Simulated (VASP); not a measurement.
AlRu:

```
Ru Al
1.0
     2.99160    0.00000    0.00000
     0.00000    2.99160    0.00000
     0.00000    0.00000    2.99160
Ru Al
1 1
Direct
  0.50000 0.50000 0.50000
  0.00000 0.00000 0.00000
```

| Item | Value |
| --- | --- |
| Program | VASP 6.6.1 |
| Task | relaxation of cell and atoms |
| Functional | PBEsol |
| Dispersion | D3(BJ) |
| Potentials or basis | VASP PAW PBE potentials, release 64 (Ru_pv, Al) |
| Cutoff | 600 eV |
| k mesh | 9 × 9 × 9 |
| Occupations | fermi-dirac, width 0.05 eV |
| Spin | no spin polarisation |

At the start: pressure -9.2 GPa; volume 13.39 Å³/atom.

Where does the relaxation end?

Over 4 steps the energy falls by 16.6 meV/atom and the volume is 12.82 Å³/atom (-4.2 %); space group Pm-3m (No. 221, to 0.05 Å).

The path:
```
step  energy change (eV)  largest force (eV/Å)  pressure (GPa)  volume (Å³)
   1              0.0000                0.0000           -9.24        26.77
   2              0.0681                0.0000           19.74        23.89
   3             -0.0332                0.0000           -0.32        25.68
   4             -0.0332                0.0000            0.07        25.64
```

Final structure:
```cif
data_structure
_symmetry_space_group_name_H-M 'P 1'
_symmetry_Int_Tables_number 1
_cell_length_a 2.9489
_cell_length_b 2.9489
_cell_length_c 2.9489
_cell_angle_alpha 90.000
_cell_angle_beta 90.000
_cell_angle_gamma 90.000
_cell_volume 25.64
loop_
_atom_site_label
_atom_site_type_symbol
_atom_site_fract_x
_atom_site_fract_y
_atom_site_fract_z
_atom_site_occupancy
Ru1 Ru 0.50000 0.50000 0.50000 1
Al1 Al 0.00000 0.00000 0.00000 1
```

Caveat: the PAW data sets were made with another functional, which shifts forces and pressure a little; pairwise dispersion overbinds metals, which lowers pressure and volume.
